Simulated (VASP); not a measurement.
Here is a VASP 6.6.1 calculation.

Contents of INCAR:

```
PREC = Accurate
ENCUT = 600
EDIFF = 1E-7
ISMEAR = -1
SIGMA = 0.05
LREAL = F
LASPH = T
NELM = 60
ALGO = Normal
ISIF = 3
LWAVE = F
LCHARG = F
GGA = PE
IBRION = 2
NSW = 100
EDIFFG = -0.005
```

The input KPOINTS:

```
regular mesh
0
Gamma
  20 20 20
```

Contents of POSCAR:

```
H
1.0
    0.0000000000      1.7717639764      1.7717639764
    1.7717639764      0.0000000000      1.7717639764
    1.7717639764      1.7717639764      0.0000000000
H
1
Direct
    0.0000000000      0.0000000000      0.0000000000
```

Potentials or basis: VASP PAW PBE potentials, release 64 (H).

The run is started by

```bash
$ cat potpaw_PBE.64/H/POTCAR > POTCAR
$ mpirun -np 1 vasp_std > vasp.out
```

Q: What does it give for the relaxed volume?

A: 2.97 Å³/atom.

Q: Predict the relaxed cell.

A: a = 1.614 Å, b = 1.614 Å, c = 1.614 Å, α = 60.00°, β = 60.00°, γ = 60.00°.

Q: Predict the space group after relaxing (to 0.05 Å).

A: Fm-3m (No. 225).

Final structure:
```
CELL_PARAMETERS angstrom
0.00000 1.14121 1.14121
1.14121 0.00000 1.14121
1.14121 1.14121 0.00000
ATOMIC_POSITIONS crystal
H 0.00000 0.00000 0.00000
```

Caveat: the volume moved by over 15 % at a fixed basis, so the end points are rough.
